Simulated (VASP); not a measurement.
A run of VASP 6.6.1 is set up as follows.

File INCAR:

```
ALGO = Normal
EDIFF = 1E-7
ENCUT = 520
GGA = PE
ISIF = 2
ISMEAR = 0
LASPH = True
LCHARG = False
LREAL = False
LWAVE = False
NBANDS = 17
NELM = 100
PREC = Accurate
SIGMA = 0.05
```

File KPOINTS:

```
k-points
0
Gamma
  8 8 8
```

File POSCAR:

```
LiMgBN2
1.0
   -1.9096560000      1.9096560000      4.6212628800
    1.9096560000     -1.9096560000      4.6212628800
    1.9096560000      1.9096560000     -4.6212628800
Li Mg B N
1 1 1 2
Direct
    0.2500000000      0.7500000000      0.5000000000
    0.7500000000      0.2500000000      0.5000000000
    0.5000000000      0.5000000000      0.0000000000
    0.6512635000      0.6512635000      0.0000000000
    0.3487365000      0.3487365000      0.0000000000
```

Potentials or basis: VASP PAW PBE potentials, release 64 (Li_sv, Mg, B, N).

The run is started by

```sh
$ cat potpaw_PBE.64/Li_sv/POTCAR potpaw_PBE.64/Mg/POTCAR potpaw_PBE.64/B/POTCAR potpaw_PBE.64/N/POTCAR > POTCAR
$ mpirun -np 1 vasp_std > vasp.out
```

(1) Estimate the largest force.

(2) Predict the band gap on the k mesh.

Answers

(1) 2.137 eV/Å.

(2) 2.53 eV, indirect (least direct gap 3.58 eV).

Caveat: the cell differs from its parent crystal (strain +0.000 along x and y, +0.040 along z); forces of over 1 eV/Å act on the atoms, so gaps and moduli don't describe the material at rest.
